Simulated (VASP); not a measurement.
Input of a VASP 6.6.1 run:

The input INCAR:

```
ALGO = Normal
EDIFF = 1E-7
ENCUT = 520
GGA = PE
ISIF = 2
ISMEAR = 0
LASPH = T
LCHARG = T
LELF = T
LREAL = F
LVHAR = T
LWAVE = F
NBANDS = 26
NELM = 100
PREC = Accurate
SIGMA = 0.01
```

KPOINTS

```
k-points
0
Gamma
  6 6 6
```

POSCAR

```
C
1.0
    3.5716976127      0.0000000000      0.0000000000
    0.0000000000      3.5716976127      0.0000000000
    0.0000000000      0.0000000000      3.5716976127
C
8
Direct
    0.0000000000      0.0000000000      0.0000000000
    0.0000000000      0.5000000000      0.5000000000
    0.5000000000      0.0000000000      0.5000000000
    0.5000000000      0.5000000000      0.0000000000
    0.2500000000      0.2500000000      0.2500000000
    0.2500000000      0.7500000000      0.7500000000
    0.7500000000      0.2500000000      0.7500000000
    0.7500000000      0.7500000000      0.2500000000
```

Potentials or basis: VASP PAW PBE potentials, release 64 (C).

Run with:

```bash
$ cat potpaw_PBE.64/C/POTCAR > POTCAR
$ mpirun -np 1 vasp_std > vasp.out
```

Estimate the band gap on the k mesh.

4.14 eV.

Estimate the pressure.

0.6 GPa.

A k mesh can miss the band edges. A hybrid or GW would open this gap; PBE tends to underestimate it.
